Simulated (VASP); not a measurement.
Write the native input for VASP 6.6.1 that does the following.

- Task: single point
- Functional: PBEsol
- Potentials or basis: VASP PAW PBE potentials, release 64 (Co, O)
- Cutoff: 520 eV
- k mesh: 11 × 11 × 11
- Occupations: fermi-dirac, width 0.05 eV
- Spin: no spin polarisation
- Dipole correction: no
- Further INCAR settings: ALGO = Normal; EDIFF = 1e-07; NBANDS = 14

The structure of CoO lies in POSCAR:

```
CoO
1.0
    1.5054695445      0.8691832468      2.4399269062
   -1.5054695445      0.8691832468      2.4399269062
    0.0000000000     -1.7383664936      2.4399269062
Co O
1 1
Direct
    0.0000000000      0.0000000000      0.0000000000
    0.5000000000      0.5000000000      0.5000000000
```

One way to write it, as run:

INCAR

```
SYSTEM = CoO
PREC     = Accurate       ! precision mode
ENCUT    = 520            ! plane-wave cutoff, eV
EDIFF    = 1E-7           ! SCF threshold, eV
ISMEAR   = -1             ! smearing method
SIGMA    = 0.05           ! smearing width, eV
LREAL    = .False.        ! projectors in reciprocal space
LASPH    = .True.         ! aspherical terms in the spheres
NELM     = 80             ! most SCF steps
ALGO     = Normal         ! electronic algorithm
ISIF     = 2              ! what is computed and relaxed
LWAVE    = .False.        ! write WAVECAR
LCHARG   = .False.        ! write CHGCAR
GGA      = PS             ! functional
NBANDS   = 14             ! bands
```

KPOINTS

```
Automatic mesh
0
Gamma
  11 11 11
  0 0 0
```

Potentials or basis: VASP PAW PBE potentials, release 64 (Co, O).

Run with:

```bash
$ cat potpaw_PBE.64/Co/POTCAR potpaw_PBE.64/O/POTCAR > POTCAR
$ mpirun -np 1 vasp_std > vasp.out
```

Results of the run:

The pressure is -27.1 GPa and the band gap on the k mesh is zero (an odd number of electrons rules out a gap without spin polarisation).

Caveat: the cell stands under tension; the PAW data sets were made with another functional, which shifts forces and pressure a little; an odd number of electrons without spin polarisation forces a metal; a magnetic or distorted state may lie lower; the run has no spin polarisation, though such a crystal can be magnetic; semilocal functionals often make such compounds metallic where correlation or magnetic order opens a gap, which also shifts bond lengths.

It took 29 s on 1 thread of AMD EPYC 9R45 (Zen 5), on a shared host, peak memory 0.13 GiB.
